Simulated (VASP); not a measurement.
Pb, 1 atom in the cell. Symmetry: Fm-3m, No. 225, cubic system. The conventional cell has a = 4.960 Å, b = 4.960 Å, c = 4.960 Å, α = 90.00°, β = 90.00°, γ = 90.00°. Pb (site symmetry m-3m) has 12 Pb at 3.51 Å within 4.6 Å. 

```yaml
Program: VASP 6.6.1
Task: single point
Functional: PBE
Dispersion: D4
Potentials_or_basis: VASP PAW PBE potentials, release 64 (Pb_d)
Cutoff: 500 eV
k_mesh: 14 × 14 × 14
Occupations: gaussian, width 0.1 eV
Spin: no spin polarisation
Dipole_correction: no
Further_INCAR_settings: ALGO = Normal; EDIFF = 1e-06; NBANDS = 13
```

Potentials or basis: VASP PAW PBE potentials, release 64 (Pb_d).

The run is started by

```sh
$ cat potpaw_PBE.64/Pb_d/POTCAR > POTCAR
$ mpirun -np 1 vasp_std > vasp.out
```

Hardware: 1 thread of Intel(R) Xeon(R) Platinum 8488C (Sapphire Rapids), on a shared host.

Problem. How long does it take, and how much memory?

Solution. Run time: 43 s on 1 thread of Intel(R) Xeon(R) Platinum 8488C (Sapphire Rapids) (shared host), peak memory 0.17 GiB. Counts: scf iterations 10, k points 104.
